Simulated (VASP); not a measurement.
The system is CdSe (zincblende type).

```xyz
2
Lattice="0.0000 3.0981 3.0981 3.0981 0.0000 3.0981 3.0981 3.0981 0.0000" Properties=species:S:1:pos:R:3 pbc="T T T"
Cd    0.0000    0.0000    0.0000
Se    1.5490    1.5490    1.5490
```

Base run:

```yaml
Program: VASP 6.6.1
Functional: PBE
Potentials_or_basis: VASP PAW PBE potentials, release 64 (Cd, Se)
Cutoff: 520 eV
k_mesh: 5 × 5 × 5
Occupations: fermi-dirac, width 0.08 eV
Spin: no spin polarisation
```

Its results: band gap on the k mesh 0.49 eV; pressure 0.3 GPa.

Problem. The run is repeated on the same cell with these changes: k mesh from 5 × 5 × 5 to 3 × 3 × 3. What comes out?

Solution. Band gap on the k mesh 0.45 eV; pressure 1.0 GPa.

Caveats: some runs use coarse meshes.

